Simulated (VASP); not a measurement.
# Mg3Sb2 (P-3m1) in VASP: notebook

Mg3Sb2 is run at these levels: PBE; tasks: single point, relaxation of shape and atoms at fixed volume.

Everything below comes from runs of VASP 6.6.1. Logs are shortened: lines on timing, memory, paths and dates and some standing lists are left out, and cuts for length are marked.

## Step 1: The cell of the first run

It takes space group P-3m1 (No. 164, trigonal). Conventional cell: a = 4.638 Å, b = 4.638 Å, c = 7.352 Å, α = 90.00°, β = 90.00°, γ = 120.00°. Mg (site symmetry 3m) has 4 Sb at 2.87 to 2.98 Å and 6 Mg at 3.31 to 3.80 Å within 3.9 Å. Within 4.2 Å of Mg (site symmetry -3m) lie 6 Sb at 3.16 Å and 6 Mg at 3.80 Å. Sb (site symmetry 3m) has 7 Mg at 2.87 to 3.16 Å within 3.8 Å.

## Step 2: Single point, PBE (27.39 Å³/atom)

INCAR

```
SYSTEM = Mg3Sb2
ALGO     = Normal         ! electronic algorithm
EDIFF    = 1E-6           ! SCF threshold, eV
ENCUT    = 600            ! plane-wave cutoff, eV
GGA      = PE             ! functional
GGA_COMPAT= .FALSE.      
ISIF     = 2              ! what is computed and relaxed
ISMEAR   = 0              ! smearing method
LASPH    = .TRUE.         ! aspherical terms in the spheres
LCHARG   = .FALSE.        ! write CHGCAR
LREAL    = .FALSE.        ! projectors in reciprocal space
LWAVE    = .FALSE.        ! write WAVECAR
NBANDS   = 16             ! bands
NELM     = 120            ! most SCF steps
PREC     = Accurate       ! precision mode
SIGMA    = 0.01           ! smearing width, eV
```

KPOINTS

```
k-points
0
G
  12 12 6
  0 0 0
```

POSCAR

```
Mg3Sb2
1.0
    4.6375373785      0.0000000000      0.0000000000
   -2.3187686892      4.0162251808      0.0000000000
    0.0000000000      0.0000000000      7.3520564416
Mg Sb
3 2
Direct
    0.3333333333      0.6666666667      0.6323954327
    0.6666666667      0.3333333333      0.3676045673
    0.0000000000      0.0000000000      0.0000000000
    0.3333333333      0.6666666667      0.2273916022
    0.6666666667      0.3333333333      0.7726083978
```

Potentials or basis: VASP PAW PBE potentials, release 64 (Mg, Sb).

Launch:

```bash
cat potpaw_PBE.64/Mg/POTCAR potpaw_PBE.64/Sb/POTCAR > POTCAR
mpirun -np 1 vasp_std > vasp.out
```

OUTCAR:

```text
SYSTEM = Mg3Sb2
   EDIFF = 1E-6
   ENCUT = 600
   GGA = PE
   ISIF = 2
   ISMEAR = 0
   LASPH = .TRUE.
   LREAL = .FALSE.
   NELM = 120
   PREC = Accurate

 ion  position               nearest neighbor table
   1  0.333  0.667  0.632-   5 2.87   5 2.87   5 2.87   4 2.98   2 3.31   2 3.31   2 3.31
   2  0.667  0.333  0.368-   4 2.87   4 2.87   4 2.87   5 2.98   1 3.31   1 3.31   1 3.31
   3  0.000  0.000  0.000-   4 3.16   5 3.16   4 3.16   5 3.16   5 3.16   4 3.16
   4  0.333  0.667  0.227-   2 2.87   2 2.87   2 2.87   1 2.98   3 3.16   3 3.16   3 3.16
   5  0.667  0.333  0.773-   1 2.87   1 2.87   1 2.87   2 2.98   3 3.16   3 3.16   3 3.16

  LATTYP: Found a hexagonal cell.
 ALAT       =     4.6375373785
 C/A-ratio  =     1.5853363200

  Lattice vectors:

 A1 = (   4.6375373785,   0.0000000000,   0.0000000000)
 A2 = (  -2.3187686892,   4.0162251808,   0.0000000000)
 A3 = (   0.0000000000,   0.0000000000,   7.3520564416)

Analysis of symmetry for initial positions (statically):
=====================================================================
 Subroutine PRICEL returns:
 Original cell was already a primitive cell.

 Routine SETGRP: Setting up the symmetry group for a
 hexagonal supercell.

 Subroutine GETGRP returns: Found 12 space group operations
 (whereof 12 operations were pure point group operations)
 out of a pool of 24 trial point group operations.

The static configuration has the point symmetry D_3d.

Analysis of symmetry for dynamics (positions and initial velocities):
=====================================================================
 Subroutine PRICEL returns:
 Original cell was already a primitive cell.

 Routine SETGRP: Setting up the symmetry group for a
 hexagonal supercell.

 Subroutine GETGRP returns: Found 12 space group operations
 (whereof 12 operations were pure point group operations)
 out of a pool of 24 trial point group operations.

The dynamic configuration has the point symmetry D_3d.

 Subroutine INISYM returns: Found 12 space group operations
 (whereof 12 operations are pure point group operations),
 and found     1 'primitive' translations

----------------------------------------------------------------------------------------

                                     Primitive cell

  volume of cell :     136.9350

  direct lattice vectors                    reciprocal lattice vectors
     4.637537379  0.000000000  0.000000000     0.215631685  0.124495011  0.000000000
    -2.318768689  4.016225181  0.000000000     0.000000000  0.248990023  0.000000000
     0.000000000  0.000000000  7.352056442     0.000000000  0.000000000  0.136016366

  length of vectors
     4.637537379  4.637537378  7.352056442     0.248990023  0.248990023  0.136016366

  position of ions in fractional coordinates (direct lattice)
     0.333333333  0.666666667  0.632395433
     0.666666667  0.333333333  0.367604567
     0.000000000  0.000000000  0.000000000
     0.333333333  0.666666667  0.227391602
     0.666666667  0.333333333  0.772608398

  ion indices of the primitive-cell ions
   primitive index   ion index
                 1           1
                 2           2
                 3           3
                 4           4
                 5           5

----------------------------------------------------------------------------------------

 KPOINTS: k-points

Automatic generation of k-mesh.
 Grid dimensions read from file:
 generate k-points for:   12   12    6

 Generating k-lattice:

  Cartesian coordinates                     Fractional coordinates (reciprocal lattice)
     0.017969307  0.010374584  0.000000000     0.083333333  0.000000000  0.000000000
     0.000000000  0.020749169  0.000000000     0.000000000  0.083333333  0.000000000
     0.000000000  0.000000000  0.022669394     0.000000000  0.000000000  0.166666667

  Length of vectors
     0.020749169  0.020749169  0.022669394

  Shift w.r.t. Gamma in fractional coordinates (k-lattice)
     0.000000000  0.000000000  0.000000000

 Subroutine IBZKPT returns following result:
 ===========================================

 Found    100 irreducible k-points:

 Following reciprocal coordinates:
            Coordinates               Weight
  0.000000  0.000000  0.000000      1.000000
  0.083333  0.000000  0.000000      6.000000
  0.166667 -0.000000  0.000000      6.000000
  0.250000 -0.000000  0.000000      6.000000
  0.333333  0.000000  0.000000      6.000000
  0.416667 -0.000000  0.000000      6.000000
[... 16 lines left out ...]
  0.166667 -0.000000  0.166667      6.000000
  0.000000  0.166667  0.166667      6.000000
 [... further k-points ...]
   k-points           NKPTS =    100   k-points in BZ     NKDIM =    100   number of bands    NBANDS=     16
   number of dos      NEDOS =    301   number of ions     NIONS =      5
   total plane-waves  NPLWV =  96000
   dimension x,y,z NGX =    40 NGY =   40 NGZ =   60
   dimension x,y,z NGXF=    80 NGYF=   80 NGZF=  120
   ions per type =               3   2
   NGX,Y,Z   is equivalent  to a cutoff of  14.34, 14.34, 13.57 a.u.
   NGXF,Y,Z  is equivalent  to a cutoff of  28.68, 28.68, 27.13 a.u.
 SYSTEM =  Mg3Sb2
   PREC   = accura    normal or accurate (medium, high low for compatibility)
   ISTART =      0    job   : 0-new  1-cont  2-samecut
   ICHARG =      2    charge: 1-file 2-atom 10-const
   ISPIN  =      1    spin polarized calculation?
   LNONCOLLINEAR =      F non collinear calculations
   LSORBIT =      F    spin-orbit coupling
   LASPH  =      T    aspherical Exc in radial PAW
   ENCUT  =  600.0 eV  44.10 Ry    6.64 a.u.   9.26  9.26 14.68*2*pi/ulx,y,z
   NELM   =    120;   NELMIN=  2; NELMDL= -5     # of ELM steps
   EDIFF  = 0.1E-05   stopping-criterion for ELM
   LREAL  =      F    real-space projection
[... 7 lines left out ...]
   TEBEG  =    0.0;   TEEND  =   0.0 temperature during run
   PSTRESS=    0.0 pullay stress
   NELECT =      16.0000    total number of electrons
   NUPDOWN=      -1.0000    fix difference up-down
   EMIN   =  10.00;   EMAX   =-10.00  energy-range for DOS
   EFERMI =   0.00;   METHOD = LEGACY
   ISMEAR =     0;   SIGMA  =   0.01  broadening in eV -4-tet -1-fermi 0-gaus
   EFERMI_NEDOS =   21; number of points for ismear=-14 and -15
   IALGO  =     38    algorithm
   IMIX   =      4    mixing-type and parameters
     AMIX     =   0.40;   BMIX     =  1.00
     AMIX_MAG =   1.60;   BMIX_MAG =  1.00
  volume/ion in A,a.u.               =      27.39       184.82
  Fermi-wavevector in a.u.,A,eV,Ry     =   0.800344  1.512431  8.715220  0.640551
  Thomas-Fermi vector in A             =   1.907622
   LORBIT       =      0    0 simple, 1 ext, 2 COOP (PROOUT), +10 PAW based schemes
   GGA     = PE    functional components
   LHFCALC =     F    Hartree Fock is set to
   AEXX    =    0.0000 exact exchange contribution
   IVDW    =     0    specifies the selected vdW correction
   LEPSILON=     F    determine dielectric tensor
   LRPA    =     F    only Hartree local field effects (RPA)
 non-spin polarized calculation
 Gauss-broadening in eV      SIGMA  =   0.01
  energy-cutoff  :      600.00
  volume of cell :      136.93
 maximum number of plane-waves:      4637
 NGX is ok and might be reduce to    40
   NGX = 19   NGY = 19   NGZ = 29

 number of electron      16.0000000 magnetization

 Free energy of the ion-electron system (eV)
  ---------------------------------------------------
  ext. energy  EPLUGINS =         0.00000000
  ---------------------------------------------------
  free energy    TOTEN  =       -14.63445577 eV

  energy without entropy =      -14.63445576  energy(sigma->0) =      -14.63445577

 E-fermi :   4.1239     XC(G=0):  -8.6299

 val. band max:        4.0957699154   @ k =   0.0000   0.0000   0.0000
 cond. band min:       4.1549335830   @ k =   0.0000   0.4167   0.3333
 fundamental gap:      0.0591636676
 Fermi energy:         4.1239128876

 k-point     1 :       0.0000    0.0000    0.0000
  band No.  band energies     occupation
      1      -5.9755      2.00000
      2      -4.8320      2.00000
      3      -0.6262      2.00000
      4       3.0699      2.00000
      5       3.0699      2.00000
      6       3.7356      2.00000
[... 8 lines left out ...]
     15       8.1234      0.00000
     16       8.9426      0.00000

 k-point     2 :       0.0833    0.0000    0.0000
  band No.  band energies     occupation
      1      -5.9302      2.00000
      2      -4.8055      2.00000
      3      -0.5680      2.00000
      4       2.5905      2.00000
      5       2.9312      2.00000
      6       3.2295      2.00000
[... 8 lines left out ...]
     15       8.1449      0.00000
     16       8.5689      0.00000

 k-point     3 :       0.1667   -0.0000    0.0000
  band No.  band energies     occupation
      1      -5.7981      2.00000
      2      -4.7332      2.00000
      3      -0.3955      2.00000
      4       1.7181      2.00000
      5       2.4417      2.00000
      6       2.6450      2.00000
[... 8 lines left out ...]
     15       8.1491      0.00000
     16       8.5905      0.00000

 k-point     4 :       0.2500   -0.0000    0.0000
  band No.  band energies     occupation
      1      -5.5915      2.00000
      2      -4.6384      2.00000
      3      -0.1184      2.00000
      4       0.8838      2.00000
      5       1.6917      2.00000
      6       2.3536      2.00000
[... 8 lines left out ...]
     15       8.6757      0.00000
     16       8.9062      0.00000
[... 324 lines left out ...]
 k-point    22 :       0.0000    0.0833    0.1667
  band No.  band energies     occupation
      1      -5.8763      2.00000
      2      -4.9118      2.00000
      3      -0.3419      2.00000
      4       2.6188      2.00000
      5       2.9757      2.00000
      6       2.9942      2.00000
[... 8 lines left out ...]
     15       8.2266      0.00000
     16       8.7108      0.00000

 k-point    23 :       0.1667   -0.0000    0.1667
  band No.  band energies     occupation
      1      -5.7456      2.00000
      2      -4.8319      2.00000
      3      -0.1888      2.00000
      4       1.7812      2.00000
      5       2.2066      2.00000
      6       2.6818      2.00000
[... 8 lines left out ...]
     15       8.4910      0.00000
     16       8.5805      0.00000

 k-point    24 :       0.0000    0.1667    0.1667
  band No.  band energies     occupation
      1      -5.7462      2.00000
      2      -4.8306      2.00000
      3      -0.2076      2.00000
      4       1.7826      2.00000
      5       2.3029      2.00000
      6       2.7140      2.00000
[... 8 lines left out ...]
     15       8.1297      0.00000
     16       8.8091      0.00000

 [... further k-points ...]

------------------------ aborting loop because EDIFF is reached ----------------------------------------

  FORCE on cell =-STRESS in cart. coord.  units (eV):
  Direction    XX          YY          ZZ          XY          YZ          ZX
  --------------------------------------------------------------------------------------
  -------------------------------------------------------------------------------------
  Total       -0.9602904     -0.9602904     -0.9321173     -0.0000000      0.0000000      0.0000000
  in kB      -11.2356675    -11.2356675    -10.9060340     -0.0000000      0.0000000      0.0000000
  external PRESSURE =     -11.1257897 kB  Pullay stress =       0.0000000 kB

 VOLUME and BASIS-vectors are now :
 -----------------------------------------------------------------------------
  energy-cutoff  :      600.00
  volume of cell :      136.93
      direct lattice vectors                 reciprocal lattice vectors
     4.637537379  0.000000000  0.000000000     0.215631685  0.124495011  0.000000000
    -2.318768689  4.016225181  0.000000000     0.000000000  0.248990023  0.000000000
     0.000000000  0.000000000  7.352056442     0.000000000  0.000000000  0.136016366

 POSITION                                       TOTAL-FORCE (eV/Angst)
 -----------------------------------------------------------------------------------
     -0.00000      2.67748      4.64941        -0.000000      0.000000     -0.001626
      2.31877      1.33874      2.70265        -0.000000      0.000000      0.001626
      0.00000      0.00000      0.00000        -0.000000      0.000000      0.000000
     -0.00000      2.67748      1.67180        -0.000000      0.000000     -0.012715
      2.31877      1.33874      5.68026         0.000000     -0.000000      0.012715
 -----------------------------------------------------------------------------------
    total drift:                               -0.000000      0.000000      0.000000

  FREE ENERGIE OF THE ION-ELECTRON SYSTEM (eV)
  ---------------------------------------------------
  free  energy   TOTEN  =       -14.6344557693 eV

  energy  without entropy=      -14.6344557643  energy(sigma->0) =      -14.63445577
```

It took 2.2 min on 1 thread of Intel Xeon 6975P-C (Granite Rapids), shared host; peak memory 0.47 GiB.

Results:

| Item | Value |
| --- | --- |
| Free energy | -14.6345 eV |
| Pressure | -1.1 GPa |
| Largest force | 0.013 eV/Å |
| Band gap on the k mesh | 0.06 eV (least direct gap 0.88 eV) |

Forces in eV/Å, atoms in the order of the input:
```
Mg   0.000  0.000 -0.002
Mg   0.000  0.000  0.002
Mg   0.000  0.000  0.000
Sb   0.000  0.000 -0.013
Sb   0.000  0.000  0.013
```

Caveat: spin-orbit coupling is left out, which moves the levels of the heavy elements.

(Continued in part 2 of 2.)
